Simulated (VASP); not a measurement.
Set up this calculation in VASP 6.6.1, as the native input.

* Task: single point
* Functional: r2SCAN
* Potentials or basis: VASP PAW PBE potentials, release 64 (Pt)
* Cutoff: 520 eV
* k mesh: 20 × 20 × 20
* Occupations: gaussian, width 0.15 eV
* Spin: no spin polarisation
* Dipole correction: no
* Further INCAR settings: ALGO = Normal; EDIFF = 1e-07; NBANDS = 11

The system is Pt.

```xyz
1
Lattice="0.0000 1.9090 2.0068 1.9090 0.0000 2.0068 1.9090 1.9090 0.0000" Properties=species:S:1:pos:R:3 pbc="T T T"
Pt    0.0000    0.0000    0.0000
```

This cell differs from its parent crystal: strain -0.025 along x and y, +0.025 along z.

One way to write it, as run:

POSCAR

```
Pt
1.0
    0.0000000000      1.9089525000      2.0068475000
    1.9089525000      0.0000000000      2.0068475000
    1.9089525000      1.9089525000      0.0000000000
Pt
1
Direct
    0.0000000000      0.0000000000      0.0000000000
```

INCAR.step1

```
SYSTEM = Pt
  PREC = Accurate
  ENCUT = 520
  ISMEAR = 0
  SIGMA = 0.15
  LREAL = .FALSE.
  LASPH = .TRUE.
  NELM = 80
  NBANDS = 11
  GGA = PE
  ALGO = Normal
  EDIFF = 1E-4
  LWAVE = .TRUE.
  LCHARG = .FALSE.
```

INCAR.step2

```
SYSTEM = Pt
  PREC = Accurate
  ENCUT = 520
  EDIFF = 1E-7
  ISMEAR = 0
  SIGMA = 0.15
  LREAL = .FALSE.
  LASPH = .TRUE.
  NELM = 80
  ALGO = Normal
  ISIF = 2
  LWAVE = .FALSE.
  LCHARG = .FALSE.
  METAGGA = R2SCAN
  LMIXTAU = .TRUE.
  NBANDS = 11
  ISTART = 1
```

KPOINTS

```
regular mesh
0
G
  20 20 20
  0 0 0
```

Potentials or basis: VASP PAW PBE potentials, release 64 (Pt).

The run is started by

```bash
$ cat potpaw_PBE.64/Pt/POTCAR > POTCAR
$ cp INCAR.step1 INCAR
$ mpirun -np 1 vasp_std > vasp.out
$ cp INCAR.step2 INCAR
$ mpirun -np 1 vasp_std > vasp.out
```

Results of the run:

* Pressure: 15.0 GPa
* Band gap on the k mesh: zero (bands 5 and 6 overlap by 2.81 eV)

Caveat: the cell differs from its parent crystal (strain -0.025 along x and y, +0.025 along z); the stress differs along the axes, from 11 to 17 GPa; the PAW data sets were made with another functional, which shifts forces and pressure a little; spin-orbit coupling is left out, which moves the levels of the heavy elements.

Run time: 3.1 min on 1 thread of Intel(R) Xeon(R) Platinum 8488C (Sapphire Rapids), on a shared host, peak memory 0.23 GiB.
